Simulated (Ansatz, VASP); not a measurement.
**Two plane-wave programs on Bi**

```
Bi
1.0
     2.24515    1.29624    3.83884
    -2.24515    1.29624    3.83884
     0.00000   -2.59248    3.83884
Bi
2
Direct
  0.23711 0.23711 0.23711
  0.76289 0.76289 0.76289
```

Alike in both runs: task single point; functional LDA; k mesh 9 × 9 × 9; no spin polarisation.

```csv
,VASP,Ansatz
version,VASP 6.6.1,Ansatz 0.2.0
potentials or method,"VASP PAW LDA potentials, release 64 (Bi_d), cutoff 520 eV","plane waves (420 eV) with PAW, scalar-relativistic"
occupations,"methfessel-paxton of order 1, width 0.3 eV","cold, width 0.3 eV"
valence electrons in the cell,30,30
```

|  | VASP | Ansatz | Ansatz less VASP |
| --- | --- | --- | --- |
| pressure (GPa) | 0.1 | -0.1 | -0.15 |
| traceless stress, the component that is largest in VASP (GPa) | -0.08 | -0.03 | +0.043 |

Ansatz warns that its potentials were made for another functional, while VASP's fit it. LDA's correlation is that of Perdew and Zunger in VASP and of Perdew and Wang (1992) in Ansatz.

Spin-orbit coupling is off throughout.
